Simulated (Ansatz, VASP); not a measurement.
## Al3Cu in VASP and in Ansatz

POSCAR

```
Al3Cu
1.0
    3.9653973066      0.0000000000      0.0000000000
    0.0000000000      3.9653973066      0.0000000000
    0.0000000000      0.0000000000      3.9653973066
Al Cu
3 1
Direct
    0.0000000000      0.5000000000      0.5000000000
    0.5000000000      0.0000000000      0.5000000000
    0.5000000000      0.5000000000      0.0000000000
    0.0000000000      0.0000000000      0.0000000000
```

File INCAR.step1:

```
ALGO     = Normal         # electronic algorithm
EDIFF    = 1E-4           # SCF threshold, eV
ENCUT    = 520            # plane-wave cutoff, eV
GGA      = PE             # functional
ISMEAR   = 0              # smearing method
LASPH    = True           # aspherical terms in the spheres
LCHARG   = False          # write CHGCAR
LREAL    = False          # projectors in reciprocal space
LWAVE    = True           # write WAVECAR
NBANDS   = 18             # bands
NELM     = 80             # most SCF steps
PREC     = Accurate       # precision mode
SIGMA    = 0.1            # smearing width, eV
```

File INCAR.step2:

```
ALGO     = Normal         # electronic algorithm
EDIFF    = 1E-6           # SCF threshold, eV
ENCUT    = 520            # plane-wave cutoff, eV
ISIF     = 2              # what is computed and relaxed
ISMEAR   = 0              # smearing method
ISTART   = 1            
LASPH    = True           # aspherical terms in the spheres
LCHARG   = False          # write CHGCAR
LMIXTAU  = True         
LREAL    = False          # projectors in reciprocal space
LWAVE    = False          # write WAVECAR
METAGGA  = R2SCAN         # meta-GGA
NBANDS   = 18             # bands
NELM     = 80             # most SCF steps
PREC     = Accurate       # precision mode
SIGMA    = 0.1            # smearing width, eV
```

The input KPOINTS:

```
k-points
0
Gamma
  12 12 12
```

Input for Ansatz:

```yaml
crystal:
  lattice:
    - [3.9653973066, 0.0, 0.0]
    - [0.0, 3.9653973066, 0.0]
    - [0.0, 0.0, 3.9653973066]
  atoms:
    - { symbol: Al, position: [0.0, 0.5, 0.5] }
    - { symbol: Al, position: [0.5, 0.0, 0.5] }
    - { symbol: Al, position: [0.5, 0.5, 0.0] }
    - { symbol: Cu, position: [0.0, 0.0, 0.0] }
basis:
  ecutwfc: 500
kpoints:
  mp_grid: { grid: [12, 12, 12] }
hamiltonian:
  xc: r2scan
scf:
  occupations: { method: gaussian, width: 0.1 }
output:
  forces: true
  stress: true
  eigenvalues: true
```

Alike in both runs: task single point; functional r2SCAN; k mesh 12 × 12 × 12; occupations gaussian, width 0.1 eV; no spin polarisation.

|  | VASP | Ansatz |
| --- | --- | --- |
| version | VASP 6.6.1 | Ansatz 0.2.0 |
| potentials or method | VASP PAW PBE potentials, release 64 (Al, Cu), cutoff 520 eV | scalar-relativistic, plane waves, PAW |
| valence electrons in the cell | 20 | 28 |

|  | VASP | Ansatz | Ansatz less VASP |
| --- | --- | --- | --- |
| gap on the k mesh at the Fermi level (eV) | none | none | - |
| pressure (GPa) | -5.6 | -5.4 | +0.11 |

VASP's potentials were made for PBE, not for r2SCAN. A gap of «none» marks a metal or a gap that the smearing closes. VASP's potentials hold 20 valence electrons a cell and Ansatz's 28, so a difference there can come from the potentials and not from the codes.
